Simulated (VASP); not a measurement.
Er3O, 4 atoms in the cell. It takes space group Pm-3m (No. 221, cubic). The conventional cell has a = 4.437 Å, b = 4.437 Å, c = 4.437 Å, α = 90.00°, β = 90.00°, γ = 90.00°. Er (site symmetry 4/mmm) has 8 Er at 3.14 Å and 4 O at 3.14 Å within 4.1 Å. Within 4.1 Å of O (site symmetry m-3m) lie 12 Er at 3.14 Å. The cell was generated, and may not be a known phase.

| Property | Result |
| --- | --- |
| Program | VASP 6.6.1 |
| Task | single point |
| Functional | PBE |
| Potentials or basis | VASP PAW PBE potentials, release 64 (Er_3, O), 4f in core |
| Cutoff | 600 eV |
| k mesh | 4 × 4 × 4 |
| Occupations | gaussian, width 0.1 eV |
| Spin | no spin polarisation |
| Dipole correction | no |
| Further INCAR settings | ALGO = Normal; EDIFF = 1e-06; NBANDS = 24 |

Potentials or basis: VASP PAW PBE potentials, release 64 (Er_3, O), 4f in core.

Run with:

```console
$ cat potpaw_PBE.64/Er_3/POTCAR potpaw_PBE.64/O/POTCAR > POTCAR
$ mpirun -np 1 vasp_std > vasp.out
```

Hardware: 1 thread of Intel(R) Xeon(R) Platinum 8488C (Sapphire Rapids) (shared host).

Problem. Estimate the wall time of this run.

Solution. Run time: 43 s on 1 thread of Intel(R) Xeon(R) Platinum 8488C (Sapphire Rapids), with other jobs on the host, peak memory 0.21 GiB. Counts: scf iterations 13, k points 10.
